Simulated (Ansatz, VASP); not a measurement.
One calculation of Si5Ge, two programs

File INCAR:

```
PREC = Accurate
ENCUT = 600
EDIFF = 1E-6
ISMEAR = 0
SIGMA = 0.1
LREAL = False
LASPH = True
NELM = 60
ALGO = Normal
ISIF = 3
LWAVE = False
LCHARG = False
GGA = PE
IBRION = 2
NSW = 90
EDIFFG = -0.04
```

Contents of KPOINTS:

```
regular mesh
0
Gamma
  6 6 4
```

The input POSCAR:

```
Si5Ge
1.0
    4.6946133100      0.0000000000      0.0000000000
   -2.3473066500      4.0656543800      0.0000000000
    0.0000000000      0.0000000000      5.7572929000
Si Ge
5 1
Direct
    0.0000000000      0.0000000000      0.0000000000
    0.3333333300      0.6666666700      0.2753366800
    0.6666666700      0.3333333300      0.2753366800
    0.6666666700      0.3333333300      0.7246633200
    0.3333333300      0.6666666700      0.7246633200
    0.0000000000      0.0000000000      0.5000000000
```

Input for Ansatz:

```yaml
crystal:
  lattice:
    - [4.69461331, 0.0, 0.0]
    - [-2.34730665, 4.06565438, 0.0]
    - [0.0, 0.0, 5.7572929]
  atoms:
    - { symbol: Si, position: [0.0, 0.0, 0.0] }
    - { symbol: Si, position: [0.33333333, 0.66666667, 0.27533668] }
    - { symbol: Si, position: [0.66666667, 0.33333333, 0.27533668] }
    - { symbol: Si, position: [0.66666667, 0.33333333, 0.72466332] }
    - { symbol: Si, position: [0.33333333, 0.66666667, 0.72466332] }
    - { symbol: Ge, position: [0.0, 0.0, 0.5] }
basis:
  ecutwfc: 420
kpoints:
  mp_grid: { grid: [6, 6, 4] }
hamiltonian:
  xc: pbe
scf:
  occupations: { method: gaussian, width: 0.1 }
  lower_state_search: "off"
output:
  forces: true
  stress: true
  eigenvalues: true
relax:
  adjacent_minimum: "off"
  f_tol: 0.04
  max_steps: 70
  cell: { stress_tol: 0.4 }
```

Alike in both runs: task relaxation of cell and atoms; functional PBE; k mesh 6 × 6 × 4; occupations gaussian, width 0.1 eV; no spin polarisation.

|  | VASP | Ansatz |
| --- | --- | --- |
| version | VASP 6.6.1 | Ansatz 0.2.0 |
| potentials or method | VASP PAW PBE potentials, release 64 (Si, Ge_d), cutoff 600 eV | scalar-relativistic, plane waves, PAW |
| valence electrons in the cell | 34 | 34 |

Ansatz gave:

```
gap on the k mesh at the Fermi level, each at its own relaxed structure (eV) : none
relaxed volume (Å³/atom)                                                     : 15.65
relaxed length of the cell vector where the two differ most in proportion (Å)              : 5.348
```

Problem. What did VASP give for the same quantities?

Solution. gap on the k mesh at the Fermi level, each at its own relaxed structure (eV): none; relaxed volume (Å³/atom): 15.66; relaxed length of the cell vector where the two differ most in proportion (Å): 5.350.

A gap of «none» marks a metal or a gap that the smearing closes.

Noted on VASP's run: too few bands were computed for a metal, which touches its energy and stress.
